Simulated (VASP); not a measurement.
**Mo: single point with PBEsol**

The system is Mo.

```
CELL_PARAMETERS angstrom
2.74234 0.00000 0.00000
-1.37117 2.37493 0.00000
0.00000 0.00000 4.98414
ATOMIC_POSITIONS crystal
Mo 0.00000 0.00000 0.25000
Mo 0.00000 0.00000 0.75000
```

```json
{
  "Program": "VASP 6.6.1",
  "Task": "single point",
  "Functional": "PBEsol",
  "Potentials or basis": "VASP PAW PBE potentials, release 64 (Mo_sv)",
  "Cutoff": "520 eV",
  "k mesh": "12 × 12 × 8",
  "Occupations": "gaussian, width 0.15 eV",
  "Spin": "no spin polarisation"
}
```

```yaml
Pressure: 0.4 GPa
Band_gap_on_the_k_mesh: zero (band 14 reaches 12.69 eV, above the bottom of band 15 at 10.89 eV)
```

Stress tensor (GPa, compression positive):
```
 1.51  0.00  0.00
 0.00  1.51  0.00
 0.00  0.00 -1.92
```

Levels at points of the mesh, in eV from the Fermi level:
```
           k point  band 10  band 11  band 12  band 13  band 14  band 15  band 16  band 17  band 18  band 19
(0.00, 0.00, 0.00)    -4.48    -3.59    -0.97    -0.97    -0.01    -0.01     0.26     0.52     0.52     4.36
(0.50, 0.00, 0.00)    -5.01    -3.36    -3.28    -0.74     0.97     1.38     3.72     4.36     4.79     6.40
(0.00, 0.00, 0.50)    -5.38    -1.84    -1.84    -0.52    -0.52    -0.52    -0.52     2.16     2.16     2.16
(0.50, 0.00, 0.50)    -4.23    -3.53    -3.53     0.32     0.32     1.06     1.06     4.57     4.57     5.46
```

Run time: 54 s on 1 thread of AMD EPYC 7R43 64-Core Processor (Zen 3), on a shared host, peak memory 0.14 GiB.

Caveat: the PAW data sets were made with another functional, which shifts forces and pressure a little.
